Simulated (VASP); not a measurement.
# Al4AsN3: relaxation of cell and atoms with PBE

Crystal: Al4AsN3.

```xyz
8
Lattice="3.1527 0.0000 0.0000 -1.5764 2.7304 0.0000 0.0000 0.0000 10.2968" Properties=species:S:1:pos:R:3 pbc="T T T"
N     1.5764    0.9101    0.0000
N     1.5764    0.9101    5.1484
N     0.0000    1.8202    7.7226
As    0.0000    1.8202    2.5742
Al    1.5764    0.9101    8.3662
Al    1.5764    0.9101    3.2178
Al    0.0000    1.8202    5.7920
Al    0.0000    1.8202    0.6436
```

```
Program                : VASP 6.6.1
Task                   : relaxation of cell and atoms
Functional             : PBE
Potentials or basis    : VASP PAW PBE potentials, release 64 (N, As, Al)
Cutoff                 : 600 eV
k mesh                 : 12 × 12 × 2
Occupations            : fermi-dirac, width 0.02 eV
Spin                   : no spin polarisation
Dipole correction      : no
Further INCAR settings : ALGO = Normal; EDIFF = 1e-06; IBRION = 2; EDIFFG = -0.005; NSW = 80; ISIF = 3
```

```yaml
Relaxed_volume: 13.05 Å³/atom
Relaxed_cell: a = 3.268 Å, b = 3.268 Å, c = 11.283 Å, α = 90.00°, β = 90.00°, γ = 120.00°
Space_group_after_relaxing_to_0.05_Å: P3m1 (No. 156)
Energy_gained_by_relaxing: 876.6 meV/atom
Ionic_steps: 27
Pressure_after_relaxing: 0.0 GPa
Largest_force_after_relaxing: 0.004 eV/Å
Band_gap_on_the_k_mesh: zero (band 16 reaches 9.77 eV, above the bottom of band 17 at 8.41 eV)
```

Forces in eV/Å, atoms in the order of the input:
```
N    0.000  0.000  0.004
N    0.000  0.000 -0.003
N    0.000  0.000  0.001
As   0.000  0.000 -0.001
Al   0.000  0.000  0.002
Al   0.000  0.000 -0.002
Al   0.000  0.000 -0.002
Al   0.000  0.000  0.001
```

The path:
```
step  energy change (eV)  largest force (eV/Å)  pressure (GPa)  volume (Å³)
   1              0.0000               11.3135           51.59        88.64
   2             -2.0954                6.2055          -18.97       142.72
   3             -5.6253                3.6710           -4.62       112.95
   4             -5.6500                3.5658           -3.11       111.57
   5             -5.6540                3.4666           -1.95       110.59
   6             -6.3455                1.4386           -4.77       110.41
   7             -6.4031                1.9335           -5.41       110.34
   8             -6.8567                1.2255            2.25       103.27
   9             -6.8712                1.0311            4.35       101.80
  10             -6.9809                0.5786            0.01       104.72
  11             -6.9830                0.4794            0.47       104.37
  12             -6.9966                0.2198           -1.05       105.43
  13             -6.9966                0.2050           -0.96       105.37
  14             -7.0036                0.2693           -0.05       104.60
  15             -7.0047                0.2931            0.48       104.16
  16             -7.0086                0.1770            0.66       103.96
  17             -7.0097                0.1515            0.79       103.83
  18             -7.0098                0.1444            0.83       103.79
  19             -7.0119                0.0797            0.31       104.15
  20             -7.0123                0.0412           -0.07       104.41
  21             -7.0123                0.0426           -0.05       104.40
  22             -7.0124                0.0219           -0.02       104.39
  23             -7.0124                0.0194            0.00       104.37
  24             -7.0124                0.0136            0.00       104.37
  25             -7.0124                0.0051           -0.01       104.37
  26             -7.0124                0.0053           -0.01       104.37
  27             -7.0124                0.0039           -0.01       104.36
```

Final structure:
```
CELL_PARAMETERS angstrom
3.26812 0.00000 0.00000
-1.63406 2.83027 0.00000
0.00000 0.00000 11.28263
ATOMIC_POSITIONS crystal
N 0.66667 0.33333 0.96873
N 0.66667 0.33333 0.53359
N 0.33333 0.66667 0.75068
As 0.33333 0.66667 0.23849
Al 0.66667 0.33333 0.79827
Al 0.66667 0.33333 0.36419
Al 0.33333 0.66667 0.58087
Al 0.33333 0.66667 0.01518
```

Levels at points of the mesh, in eV from the Fermi level:
```
           k point  band 13  band 14  band 15  band 16  band 17  band 18  band 19  band 20
(0.00, 0.00, 0.00)    -4.21    -3.77    -1.27     1.17     1.17     1.32     1.58     2.73
(0.50, 0.00, 0.00)    -5.10    -4.74    -4.32    -1.12    -0.07     0.50     1.45     1.71
(0.00, 0.00, 0.50)    -4.21    -4.21    -0.45     0.43     1.17     1.17     1.70     3.16
(0.50, 0.00, 0.50)    -4.96    -4.73    -4.22    -1.12    -0.20     0.33     1.49     1.73
```

It took 11 min on 1 thread of Intel(R) Xeon(R) 6975P-C (Granite Rapids), on a shared host, peak memory 0.3 GiB.

Caveat: the volume moved by over 15 % at a fixed basis, so the end points are rough.
